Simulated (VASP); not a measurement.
# ZrS (Fmmm) in VASP: single point with PBEsol

Aim: the single point of ZrS with PBEsol.

Program: VASP 6.6.1. These are calculated values, not measurements. Logs are shortened: lines on timing, memory, paths and dates and some standing lists are left out, and cuts for length are marked.

**1. The cell of the first run**

Symmetry: Fmmm, No. 69, orthorhombic system. Conventional cell: a = 4.805 Å, b = 5.141 Å, c = 5.554 Å, α = 90.00°, β = 90.00°, γ = 90.00°. Within 3.2 Å of Zr (site symmetry mmm) lie 6 S at 2.40 to 2.78 Å. S (site symmetry mmm) has 6 Zr at 2.40 to 2.78 Å within 3.2 Å.

**2. Single point, PBEsol**

The input, INCAR:

```
PREC = Accurate ; ENCUT = 520
EDIFF = 1E-7 ; ISMEAR = 0
SIGMA = 0.15 ; LREAL = F
LASPH = T ; NELM = 60
ALGO = Normal ; ISIF = 2
LWAVE = F ; LCHARG = F
GGA = PS ; NBANDS = 16
```

The input, KPOINTS:

```
Automatic mesh
0
Gamma
  16 16 16
```

The input, POSCAR:

```
ZrS
1.0
    0.0000000000      2.7771299347      2.4025403156
    2.5704598000      0.0000000000      2.4025403156
    2.5704598000      2.7771299347      0.0000000000
Zr S
1 1
Direct
    0.0000000000      0.0000000000      0.0000000000
    0.5000000000      0.5000000000      0.5000000000
```

Potentials or basis: VASP PAW PBE potentials, release 64 (Zr_sv, S).

Command:

```sh
$ cat potpaw_PBE.64/Zr_sv/POTCAR potpaw_PBE.64/S/POTCAR > POTCAR
$ mpirun -np 1 vasp_std > vasp.out
```

OUTCAR:

```text
PREC = Accurate
   ENCUT = 520
   EDIFF = 1E-7
   ISMEAR = 0
   LREAL = F
   LASPH = T
   NELM = 60
   ISIF = 2
   GGA = PS

 ion  position               nearest neighbor table
   1  0.000  0.000  0.000-   2 2.40   2 2.40   2 2.57   2 2.57   2 2.78   2 2.78
   2  0.500  0.500  0.500-   1 2.40   1 2.40   1 2.57   1 2.57   1 2.78   1 2.78

  LATTYP: Found a face centered orthorhombic cell.
 ALAT       =     4.8050806312
 B/A-ratio  =     1.0698924731
 C/A-ratio  =     1.1559139785

  Lattice vectors:

 A1 = (   2.5704598000,   2.7771299347,   0.0000000000)
 A2 = (   0.0000000000,   2.7771299347,   2.4025403156)
 A3 = (   2.5704598000,   0.0000000000,   2.4025403156)

Analysis of symmetry for initial positions (statically):
=====================================================================
 Subroutine PRICEL returns:
 Original cell was already a primitive cell.

 Routine SETGRP: Setting up the symmetry group for a
 face centered orthorhombic supercell.

 Subroutine GETGRP returns: Found  8 space group operations
 (whereof  8 operations were pure point group operations)
 out of a pool of  8 trial point group operations.

The static configuration has the point symmetry D_2h.

Analysis of symmetry for dynamics (positions and initial velocities):
=====================================================================
 Subroutine PRICEL returns:
 Original cell was already a primitive cell.

 Routine SETGRP: Setting up the symmetry group for a
 face centered orthorhombic supercell.

 Subroutine GETGRP returns: Found  8 space group operations
 (whereof  8 operations were pure point group operations)
 out of a pool of  8 trial point group operations.

The dynamic configuration has the point symmetry D_2h.

 Subroutine INISYM returns: Found  8 space group operations
 (whereof  8 operations are pure point group operations),
 and found     1 'primitive' translations

----------------------------------------------------------------------------------------

                                     Primitive cell

  volume of cell :      34.3011

  direct lattice vectors                    reciprocal lattice vectors
     0.000000000  2.777129935  2.402540316    -0.194517728  0.180041990  0.208113053
     2.570459800  0.000000000  2.402540316     0.194517728 -0.180041990  0.208113053
     2.570459800  2.777129935  0.000000000     0.194517728  0.180041990 -0.208113053

  length of vectors
[... 81 lines left out ...]
   NELM   =     60;   NELMIN=  2; NELMDL= -5     # of ELM steps
   EDIFF  = 0.1E-06   stopping-criterion for ELM
   LREAL  =      F    real-space projection
   EDIFFG = 0.1E-05   stopping-criterion for IOM
   NSW    =      0    number of steps for IOM
   IBRION =     -1    ionic relax: 0-MD 1-quasi-New 2-CG
   NFREE  =      0    steps in history (QN), initial steepest desc. (CG)
   ISIF   =      2    stress and relaxation
   ISYM   =      2    0-nonsym 1-usesym 2-fastsym
   POTIM  = 0.5000    time-step for ionic-motion
   TEBEG  =    0.0;   TEEND  =   0.0 temperature during run
   PSTRESS=    0.0 pullay stress
   NELECT =      18.0000    total number of electrons
   NUPDOWN=      -1.0000    fix difference up-down
   EMIN   =  10.00;   EMAX   =-10.00  energy-range for DOS
   EFERMI =   0.00;   METHOD = LEGACY
   ISMEAR =     0;   SIGMA  =   0.15  broadening in eV -4-tet -1-fermi 0-gaus
   EFERMI_NEDOS =   21; number of points for ismear=-14 and -15
   IALGO  =     38    algorithm
   IMIX   =      4    mixing-type and parameters
     AMIX     =   0.40;   BMIX     =  1.00
     AMIX_MAG =   1.60;   BMIX_MAG =  1.00
  volume/ion in A,a.u.               =      17.15       115.74
  Fermi-wavevector in a.u.,A,eV,Ry     =   1.320474  2.495334 23.723811  1.743651
  Thomas-Fermi vector in A             =   2.450297
   LORBIT       =      0    0 simple, 1 ext, 2 COOP (PROOUT), +10 PAW based schemes
   GGA     = PS    functional components
   LHFCALC =     F    Hartree Fock is set to
   AEXX    =    0.0000 exact exchange contribution
   IVDW    =     0    specifies the selected vdW correction
   LEPSILON=     F    determine dielectric tensor
   LRPA    =     F    only Hartree local field effects (RPA)
 non-spin polarized calculation
 Gauss-broadening in eV      SIGMA  =   0.15
  energy-cutoff  :      520.00
  volume of cell :       34.30
 maximum number of plane-waves:       946
   NGX = 13   NGY = 13   NGZ = 15

 number of electron      17.9999999 magnetization

 Free energy of the ion-electron system (eV)
  ---------------------------------------------------
  ext. energy  EPLUGINS =         0.00000000
  ---------------------------------------------------
  free energy    TOTEN  =       -16.16603745 eV

  energy without entropy =      -16.15210566  energy(sigma->0) =      -16.15907156

 E-fermi :  11.1863     XC(G=0): -11.6912

 val. band max:       11.1845968226   @ k =   0.2500   0.0625   0.1250
 cond. band min:      11.1875541349   @ k =  -0.3750   0.2500   0.1875
 fundamental gap:      0.0029573124
 Fermi energy:        11.1863469538

 k-point     1 :       0.0000    0.0000    0.0000
  band No.  band energies     occupation
      1     -38.4640      2.00000
      2     -16.5618      2.00000
      3     -16.4652      2.00000
      4     -16.4334      2.00000
      5      -4.8479      2.00000
      6       7.5354      2.00000
[... 433 lines left out ...]
      3     -16.4906      2.00000
      4     -16.4445      2.00000
      5      -4.7266      2.00000
      6       6.7980      2.00000
[... 8 lines left out ...]
     15      18.9602      0.00000
     16      22.1090      0.00000

 [... further k-points ...]

------------------------ aborting loop because EDIFF is reached ----------------------------------------

  FORCE on cell =-STRESS in cart. coord.  units (eV):
  Direction    XX          YY          ZZ          XY          YZ          ZX
  --------------------------------------------------------------------------------------
  -------------------------------------------------------------------------------------
  Total        0.3126694     -2.7908625      7.1954856      0.0000000      0.0000000      0.0000000
  in kB       14.6045549   -130.3590926    336.0957311      0.0000000      0.0000000      0.0000000
  external PRESSURE =      73.4470645 kB  Pullay stress =       0.0000000 kB

 VOLUME and BASIS-vectors are now :
 -----------------------------------------------------------------------------
  energy-cutoff  :      520.00
  volume of cell :       34.30
      direct lattice vectors                 reciprocal lattice vectors
     0.000000000  2.777129935  2.402540316    -0.194517728  0.180041990  0.208113053
     2.570459800  0.000000000  2.402540316     0.194517728 -0.180041990  0.208113053
     2.570459800  2.777129935  0.000000000     0.194517728  0.180041990 -0.208113053

 POSITION                                       TOTAL-FORCE (eV/Angst)
 -----------------------------------------------------------------------------------
      0.00000      0.00000      0.00000         0.000000     -0.000000     -0.000000
      2.57046      2.77713      2.40254        -0.000000      0.000000      0.000000
 -----------------------------------------------------------------------------------
    total drift:                                0.000000      0.000000      0.000000

  FREE ENERGIE OF THE ION-ELECTRON SYSTEM (eV)
  ---------------------------------------------------
  free  energy   TOTEN  =       -16.1660374494 eV

  energy  without entropy=      -16.1521056627  energy(sigma->0) =      -16.15907156
```

stdout:

```text
POSCAR found type information on POSCAR ZrS
 POSCAR found :  2 types and       2 ions
 scaLAPACK will be used
 -----------------------------------------------------------------------------
|                                                                             |
|                                                                             |
|     You enforced a specific xc type in the INCAR file but a different       |
|     I HOPE YOU KNOW WHAT YOU ARE DOING!                                     |
|                                                                             |
 -----------------------------------------------------------------------------

 LDA part: xc-table for (Slater+PW92), standard interpolation
 POSCAR, INCAR and KPOINTS ok, starting setup
 FFT: planning ... GRIDC
 FFT: planning ... GRID_SOFT
 FFT: planning ... GRID
 WAVECAR not read
 entering main loop
```

Wall time 4.1 min (1 thread of AMD EPYC 7R13 (Zen 3), shared host); peak memory 0.4 GiB.

What came out:

- Free energy: -16.1660 eV
- Pressure: 7.3 GPa
- Band gap on the k mesh: zero (bands 9 and 10 overlap by 2.92 eV)

Stress tensor (GPa, compression positive):
```
  1.46   0.00   0.00
  0.00 -13.04   0.00
  0.00   0.00  33.61
```

Caveat: the cell differs from its parent crystal (strain +e along x and -e along y -0.0400, strain +e along z and -e/2 along x and y -0.0700); the stress differs along the axes, from -13 to 34 GPa; the PAW data sets were made with another functional, which shifts forces and pressure a little.
